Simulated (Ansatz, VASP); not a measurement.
**TePb in VASP and in Ansatz**

```xyz
2
Lattice="0.0000 2.6763 2.6763 2.6763 0.0000 2.6763 2.6763 2.6763 0.0000" Properties=species:S:1:pos:R:3 pbc="T T T"
Pb    0.0000    0.0000    0.0000
Te    2.6763    2.6763    2.6763
```

Change from the starting cell: volume scaled by 0.55, PAW files.

Alike in both runs: task single point; functional r2SCAN; k mesh 12 × 12 × 12; occupations fermi-dirac, width 0.08 eV; no spin polarisation.

```csv
,VASP,Ansatz
version,VASP 6.6.1,Ansatz 0.2.0
potentials or method,"VASP PAW PBE potentials, release 64 (Pb_d, Te)","PAW with Ansatz's default frozen-core files, scalar-relativistic"
plane-wave cutoff (eV),520,500
valence electrons in the cell,20,30
```

```tsv
	VASP	Ansatz	Ansatz less VASP
pressure (GPa)	94.2	93.9	-0.32
```

VASP's potentials were made for PBE, not for r2SCAN. Both programs put the cell under a high pressure, so it lies far from rest at this level. The functional is the same, so the differences come from potentials, cutoffs and numerics. VASP's potentials hold 20 valence electrons a cell and Ansatz's 30, so a difference there can come from the potentials and not from the codes.

Neither program's run includes spin-orbit coupling. Noted on VASP's run: the cell as given lies far from equilibrium.
